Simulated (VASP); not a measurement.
Runs of VASP 6.6.1 on Sb. The structure is that of space group P6/mmm (No. 191), or close to it. The cells are those of the table. 

```tsv
task	cell	k mesh	cutoff (eV)	gap on the mesh (eV)	pressure (GPa)
single point	a = 5.385, b = 5.385, c = 3.212 Å, angles 90.0, 90.0, 120.0°, 3 atoms	8 × 8 × 11	520	none	-2.6
single point	a = 5.243, b = 5.243, c = 3.128 Å, angles 90.0, 90.0, 120.0°, 3 atoms	8 × 8 × 11	520	none	3.1
single point	a = 5.315, b = 5.315, c = 3.171 Å, angles 90.0, 90.0, 120.0°, 3 atoms	9 × 9 × 13	520	none	-0.1
single point	a = 5.315, b = 5.315, c = 3.171 Å, angles 90.0, 90.0, 120.0°, 3 atoms	8 × 8 × 11	520	none	-0.1
relaxation of cell and atoms	relaxed from a = 5.356, b = 5.356, c = 3.283 Å, angles 90.0, 90.0, 120.0°, 3 atoms	7 × 7 × 10	600	none	0.0
single point	a = 5.519, b = 5.519, c = 3.293 Å, angles 90.0, 90.0, 120.0°, 3 atoms	8 × 8 × 11	520	none	(b)
single point	a = 5.169, b = 5.169, c = 3.084 Å, angles 90.0, 90.0, 120.0°, 3 atoms	8 × 8 × 11	520	none	(a)
single point	a = 5.453, b = 5.453, c = 3.253 Å, angles 90.0, 90.0, 120.0°, 3 atoms	8 × 8 × 11	520	none	-4.6
single point	a = 5.093, b = 5.093, c = 3.038 Å, angles 90.0, 90.0, 120.0°, 3 atoms	8 × 8 × 11	520	none	12.2
single point	a = 5.315, b = 5.315, c = 3.171 Å, angles 90.0, 90.0, 120.0°, 3 atoms	7 × 7 × 10	520	none	0.1
```

Alike in all rows: level LDA; potentials or basis VASP PAW LDA potentials, release 64 (Sb); no spin polarisation; smearing fermi-dirac 0.1 eV.

**Question.** Fill in the values left out.

**Answer.** (a) 7.2; (b) -6.3.

Caveats: spin-orbit coupling is left out, which moves the levels of the heavy elements.

A k mesh can miss the band edges, and the runs leave out spin-orbit coupling on Sb.

A gap of «none» marks levels without a gap at the run's occupations.
